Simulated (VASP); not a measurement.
# ZrN (Fm-3m) in VASP: single point with PBE

Aim: the single point of ZrN with PBE.

Everything below comes from runs of VASP 6.6.1. Logs are shortened: lines on timing, memory, paths and dates and some standing lists are left out, and cuts for length are marked.

**1. The cell of the first run**

It takes space group Fm-3m (No. 225, cubic). Conventional cell: a = 4.348 Å, b = 4.348 Å, c = 4.348 Å, α = 90.00°, β = 90.00°, γ = 90.00°. N (site symmetry m-3m) has 6 Zr at 2.17 Å within 2.9 Å. Zr (site symmetry m-3m) has 6 N at 2.17 Å within 2.9 Å.

**2. Single point, PBE**

INCAR

```
  PREC = Accurate
  ENCUT = 600
  EDIFF = 1E-6
  ISMEAR = 1
  SIGMA = 0.1191
  LREAL = False
  LASPH = True
  NELM = 120
  ALGO = Normal
  ISIF = 2
  LWAVE = False
  LCHARG = False
  GGA = PE
  NBANDS = 16
  GGA_COMPAT = False
```

KPOINTS

```
Automatic mesh
0
Gamma
  10 10 10
```

POSCAR

```
ZrN
1.0
    0.0000000000      2.1741380000      2.1741380000
    2.1741380000      0.0000000000      2.1741380000
    2.1741380000      2.1741380000      0.0000000000
N Zr
1 1
Direct
    0.5000000000      0.5000000000      0.5000000000
    0.0000000000      0.0000000000      0.0000000000
```

Potentials or basis: VASP PAW PBE potentials, release 64 (N, Zr_sv).

Started as:

```
cat potpaw_PBE.64/N/POTCAR potpaw_PBE.64/Zr_sv/POTCAR > POTCAR
mpirun -np 1 vasp_std > vasp.out
```

OUTCAR:

```text
PREC = Accurate
   ENCUT = 600
   EDIFF = 1E-6
   ISMEAR = 1
   LREAL = False
   LASPH = True
   NELM = 120
   ISIF = 2
   GGA = PE

 ion  position               nearest neighbor table
   1  0.500  0.500  0.500-   2 2.17   2 2.17   2 2.17   2 2.17   2 2.17   2 2.17
   2  0.000  0.000  0.000-   1 2.17   1 2.17   1 2.17   1 2.17   1 2.17   1 2.17

  LATTYP: Found a face centered cubic cell.
 ALAT       =     4.3482760000

  Lattice vectors:

 A1 = (   0.0000000000,   2.1741380000,   2.1741380000)
 A2 = (   2.1741380000,   0.0000000000,   2.1741380000)
 A3 = (   2.1741380000,   2.1741380000,   0.0000000000)

Analysis of symmetry for initial positions (statically):
=====================================================================
 Subroutine PRICEL returns:
 Original cell was already a primitive cell.

 Routine SETGRP: Setting up the symmetry group for a
 face centered cubic supercell.

 Subroutine GETGRP returns: Found 48 space group operations
 (whereof 48 operations were pure point group operations)
 out of a pool of 48 trial point group operations.

The static configuration has the point symmetry O_h .

Analysis of symmetry for dynamics (positions and initial velocities):
=====================================================================
 Subroutine PRICEL returns:
 Original cell was already a primitive cell.

 Routine SETGRP: Setting up the symmetry group for a
 face centered cubic supercell.

 Subroutine GETGRP returns: Found 48 space group operations
 (whereof 48 operations were pure point group operations)
 out of a pool of 48 trial point group operations.

The dynamic configuration has the point symmetry O_h .

 Subroutine INISYM returns: Found 48 space group operations
 (whereof 48 operations are pure point group operations),
 and found     1 'primitive' translations

----------------------------------------------------------------------------------------

                                     Primitive cell

  volume of cell :      20.5538

  direct lattice vectors                    reciprocal lattice vectors
     0.000000000  2.174138000  2.174138000    -0.229976202  0.229976202  0.229976202
     2.174138000  0.000000000  2.174138000     0.229976202 -0.229976202  0.229976202
     2.174138000  2.174138000  0.000000000     0.229976202  0.229976202 -0.229976202

  length of vectors
     3.074695446  3.074695446  3.074695446     0.398330467  0.398330467  0.398330467

  position of ions in fractional coordinates (direct lattice)
     0.500000000  0.500000000  0.500000000
     0.000000000  0.000000000  0.000000000

  ion indices of the primitive-cell ions
   primitive index   ion index
                 1           1
                 2           2

----------------------------------------------------------------------------------------

 KPOINTS: Automatic mesh

Automatic generation of k-mesh.
 Grid dimensions read from file:
 generate k-points for:   10   10   10

 Generating k-lattice:

  Cartesian coordinates                     Fractional coordinates (reciprocal lattice)
    -0.022997620  0.022997620  0.022997620     0.100000000  0.000000000  0.000000000
     0.022997620 -0.022997620  0.022997620     0.000000000  0.100000000  0.000000000
     0.022997620  0.022997620 -0.022997620     0.000000000  0.000000000  0.100000000

  Length of vectors
     0.039833047  0.039833047  0.039833047

  Shift w.r.t. Gamma in fractional coordinates (k-lattice)
     0.000000000  0.000000000  0.000000000

 Subroutine IBZKPT returns following result:
 ===========================================

 Found     47 irreducible k-points:

 Following reciprocal coordinates:
            Coordinates               Weight
  0.000000  0.000000  0.000000      1.000000
  0.100000  0.000000  0.000000      8.000000
  0.200000  0.000000  0.000000      8.000000
  0.300000  0.000000  0.000000      8.000000
  0.400000  0.000000  0.000000      8.000000
  0.500000  0.000000  0.000000      4.000000
[... 16 lines left out ...]
  0.300000  0.300000  0.000000      6.000000
  0.400000  0.300000  0.000000     24.000000
 [... further k-points ...]
   k-points           NKPTS =     47   k-points in BZ     NKDIM =     47   number of bands    NBANDS=     16
   number of dos      NEDOS =    301   number of ions     NIONS =      2
   total plane-waves  NPLWV =  21952
   dimension x,y,z NGX =    28 NGY =   28 NGZ =   28
   dimension x,y,z NGXF=    56 NGYF=   56 NGZF=   56
   ions per type =               1   1
   NGX,Y,Z   is equivalent  to a cutoff of  15.14, 15.14, 15.14 a.u.
   NGXF,Y,Z  is equivalent  to a cutoff of  30.28, 30.28, 30.28 a.u.
 SYSTEM =  unknown system
   PREC   = accura    normal or accurate (medium, high low for compatibility)
   ISTART =      0    job   : 0-new  1-cont  2-samecut
   ICHARG =      2    charge: 1-file 2-atom 10-const
   ISPIN  =      1    spin polarized calculation?
   LNONCOLLINEAR =      F non collinear calculations
   LSORBIT =      F    spin-orbit coupling
   LASPH  =      T    aspherical Exc in radial PAW
   ENCUT  =  600.0 eV  44.10 Ry    6.64 a.u.   6.14  6.14  6.14*2*pi/ulx,y,z
   NELM   =    120;   NELMIN=  2; NELMDL= -5     # of ELM steps
   EDIFF  = 0.1E-05   stopping-criterion for ELM
   LREAL  =      F    real-space projection
   EDIFFG = 0.1E-04   stopping-criterion for IOM
   NSW    =      0    number of steps for IOM
   IBRION =     -1    ionic relax: 0-MD 1-quasi-New 2-CG
   NFREE  =      0    steps in history (QN), initial steepest desc. (CG)
   ISIF   =      2    stress and relaxation
   ISYM   =      2    0-nonsym 1-usesym 2-fastsym
   POTIM  = 0.5000    time-step for ionic-motion
   TEBEG  =    0.0;   TEEND  =   0.0 temperature during run
   PSTRESS=    0.0 pullay stress
   NELECT =      17.0000    total number of electrons
   NUPDOWN=      -1.0000    fix difference up-down
   EMIN   =  10.00;   EMAX   =-10.00  energy-range for DOS
   EFERMI =   0.00;   METHOD = LEGACY
   ISMEAR =     1;   SIGMA  =   0.12  broadening in eV -4-tet -1-fermi 0-gaus
   EFERMI_NEDOS =   21; number of points for ismear=-14 and -15
   IALGO  =     38    algorithm
   IMIX   =      4    mixing-type and parameters
     AMIX     =   0.40;   BMIX     =  1.00
     AMIX_MAG =   1.60;   BMIX_MAG =  1.00
  volume/ion in A,a.u.               =      10.28        69.35
  Fermi-wavevector in a.u.,A,eV,Ry     =   1.536717  2.903975 32.130167  2.361501
  Thomas-Fermi vector in A             =   2.643327
   LORBIT       =      0    0 simple, 1 ext, 2 COOP (PROOUT), +10 PAW based schemes
   GGA     = PE    functional components
   LHFCALC =     F    Hartree Fock is set to
   AEXX    =    0.0000 exact exchange contribution
   IVDW    =     0    specifies the selected vdW correction
   LEPSILON=     F    determine dielectric tensor
   LRPA    =     F    only Hartree local field effects (RPA)
 non-spin polarized calculation
 Methfessel and Paxton  Order N= 1 SIGMA  =   0.12
  energy-cutoff  :      600.00
  volume of cell :       20.55
 maximum number of plane-waves:       701
 NGX is ok and might be reduce to    28
   NGX = 13   NGY = 13   NGZ = 13

 number of electron      16.9999999 magnetization

 Free energy of the ion-electron system (eV)
  ---------------------------------------------------
  ext. energy  EPLUGINS =         0.00000000
  ---------------------------------------------------
  free energy    TOTEN  =       -19.77136392 eV

  energy without entropy =      -19.77024526  energy(sigma->0) =      -19.77099103

 E-fermi :  14.1793     XC(G=0): -13.3588

 val. band max:       14.1527649879   @ k =  -0.3000   0.5000   0.2000
 cond. band min:      14.1982718965   @ k =  -0.4000   0.3000   0.0000
 fundamental gap:      0.0455069086
 Fermi energy:        14.1793116206

 k-point     1 :       0.0000    0.0000    0.0000
  band No.  band energies     occupation
      1     -35.0578      2.00000
      2     -12.4505      2.00000
      3     -12.4505      2.00000
      4     -12.4505      2.00000
      5      -2.7761      2.00000
      6      11.2543      2.00000
[... 8 lines left out ...]
     15      23.5027      0.00000
     16      39.8098      0.00000

 k-point     2 :       0.1000    0.0000    0.0000
  band No.  band energies     occupation
      1     -35.0314      2.00000
      2     -12.6787      2.00000
      3     -12.4645      2.00000
      4     -12.4645      2.00000
      5      -2.4793      2.00000
      6      10.3974      2.00000
[... 8 lines left out ...]
     15      24.3270      0.00000
     16      37.4325      0.00000

 k-point     3 :       0.2000    0.0000    0.0000
  band No.  band energies     occupation
      1     -34.9615      2.00000
      2     -13.2300      2.00000
      3     -12.5010      2.00000
      4     -12.5010      2.00000
      5      -1.7315      2.00000
      6       8.8038      2.00000
[... 8 lines left out ...]
     15      26.3409      0.00000
     16      34.6809      0.00000

 k-point     4 :       0.3000    0.0000    0.0000
  band No.  band energies     occupation
      1     -34.8734      2.00000
      2     -13.8420      2.00000
      3     -12.5453      2.00000
      4     -12.5453      2.00000
      5      -0.8233      2.00000
      6       7.2643      2.00000
[... 8 lines left out ...]
     15      28.1963      0.00000
     16      31.6495      0.00000

 k-point     5 :       0.4000    0.0000    0.0000
  band No.  band energies     occupation
      1     -34.8008      2.00000
      2     -14.2960      2.00000
      3     -12.5805      2.00000
      4     -12.5805      2.00000
      5      -0.0487      2.00000
      6       6.1172      2.00000
[... 8 lines left out ...]
     15      28.8239      0.00000
     16      28.8239      0.00000

 k-point     6 :       0.5000    0.0000    0.0000
  band No.  band energies     occupation
      1     -34.7728      2.00000
      2     -14.4616      2.00000
      3     -12.5939      2.00000
      4     -12.5939      2.00000
      5       0.2745      2.00000
      6       5.6704      2.00000
[... 8 lines left out ...]
     15      27.5491      0.00000
     16      27.5491      0.00000

 k-point     7 :       0.1000    0.1000    0.0000
  band No.  band energies     occupation
      1     -35.0227      2.00000
      2     -12.6690      2.00000
      3     -12.5101      2.00000
      4     -12.5101      2.00000
      5      -2.4043      2.00000
      6       9.6306      2.00000
[... 8 lines left out ...]
     15      24.5819      0.00000
     16      37.0706      0.00000

 k-point     8 :       0.2000    0.1000    0.0000
  band No.  band energies     occupation
      1     -34.9673      2.00000
      2     -13.0744      2.00000
      3     -12.5718      2.00000
      4     -12.5343      2.00000
      5      -1.8788      2.00000
      6       8.4790      2.00000
[... 8 lines left out ...]
     15      26.1841      0.00000
     16      34.5122      0.00000

 k-point     9 :       0.3000    0.1000    0.0000
  band No.  band energies     occupation
      1     -34.8853      2.00000
      2     -13.6400      2.00000
      3     -12.6257      2.00000
      4     -12.5780      2.00000
      5      -1.1398      2.00000
      6       7.4378      2.00000
[... 8 lines left out ...]
     15      28.0884      0.00000
     16      31.7137      0.00000
[... 172 lines left out ...]
 k-point    19 :       0.5000    0.2000    0.0000
  band No.  band energies     occupation
      1     -34.7421      2.00000
      2     -14.1414      2.00000
      3     -12.9842      2.00000
      4     -12.7589      2.00000
      5      -0.7921      2.00000
      6       7.0309      2.00000
[... 8 lines left out ...]
     15      27.9383      0.00000
     16      29.0054      0.00000

 k-point    20 :      -0.4000    0.2000    0.0000
  band No.  band energies     occupation
      1     -34.7360      2.00000
      2     -14.1657      2.00000
      3     -13.0857      2.00000
      4     -12.6908      2.00000
      5      -0.5680      2.00000
      6       6.6750      2.00000
[... 8 lines left out ...]
     15      27.8807      0.00000
     16      28.9844      0.00000

 k-point    21 :      -0.3000    0.2000    0.0000
  band No.  band energies     occupation
      1     -34.7750      2.00000
      2     -13.9956      2.00000
      3     -13.0827      2.00000
      4     -12.5989      2.00000
      5      -0.5670      2.00000
      6       6.6480      2.00000
[... 8 lines left out ...]
     15      28.3976      0.00000
     16      28.7170      0.00000

 k-point    22 :      -0.2000    0.2000    0.0000
  band No.  band energies     occupation
      1     -34.8435      2.00000
      2     -13.7288      2.00000
      3     -12.9293      2.00000
      4     -12.5181      2.00000
      5      -0.8598      2.00000
      6       7.0934      2.00000
[... 8 lines left out ...]
     15      28.6207      0.00000
     16      29.3540      0.00000

 k-point    23 :       0.3000    0.3000    0.0000
  band No.  band energies     occupation
      1     -34.8140      2.00000
      2     -13.6200      2.00000
      3     -12.8511      2.00000
      4     -12.8511      2.00000
      5      -1.7184      2.00000
      6       7.7695      2.00000
[... 8 lines left out ...]
     15      30.6524      0.00000
     16      31.6579      0.00000

 k-point    24 :       0.4000    0.3000    0.0000
  band No.  band energies     occupation
      1     -34.7573      2.00000
      2     -13.8262      2.00000
      3     -12.9746      2.00000
      4     -12.9109      2.00000
      5      -1.7933      2.00000
      6       8.2188      2.00000
[... 8 lines left out ...]
     15      28.8897      0.00000
     16      30.8572      0.00000

 [... further k-points ...]

------------------------ aborting loop because EDIFF is reached ----------------------------------------

  FORCE on cell =-STRESS in cart. coord.  units (eV):
  Direction    XX          YY          ZZ          XY          YZ          ZX
  --------------------------------------------------------------------------------------
  -------------------------------------------------------------------------------------
  Total        7.5750595      7.5750595      7.5750595      0.0000000      0.0000000      0.0000000
  in kB      590.4801662    590.4801662    590.4801662      0.0000000      0.0000000      0.0000000
  external PRESSURE =     590.4801662 kB  Pullay stress =       0.0000000 kB

 VOLUME and BASIS-vectors are now :
 -----------------------------------------------------------------------------
  energy-cutoff  :      600.00
  volume of cell :       20.55
      direct lattice vectors                 reciprocal lattice vectors
     0.000000000  2.174138000  2.174138000    -0.229976202  0.229976202  0.229976202
     2.174138000  0.000000000  2.174138000     0.229976202 -0.229976202  0.229976202
     2.174138000  2.174138000  0.000000000     0.229976202  0.229976202 -0.229976202

 POSITION                                       TOTAL-FORCE (eV/Angst)
 -----------------------------------------------------------------------------------
      2.17414      2.17414      2.17414        -0.000000      0.000000     -0.000000
      0.00000      0.00000      0.00000         0.000000     -0.000000      0.000000
 -----------------------------------------------------------------------------------
    total drift:                                0.000000      0.000000      0.000000

  FREE ENERGIE OF THE ION-ELECTRON SYSTEM (eV)
  ---------------------------------------------------
  free  energy   TOTEN  =       -19.7713639231 eV

  energy  without entropy=      -19.7702452563  energy(sigma->0) =      -19.77099103
```

It took 13 s on 1 thread of Intel Xeon 6975P-C (Granite Rapids), shared host; peak memory 0.16 GiB.

Results:

```
Free energy : -19.7714 eV
Pressure    : 59.0 GPa
```
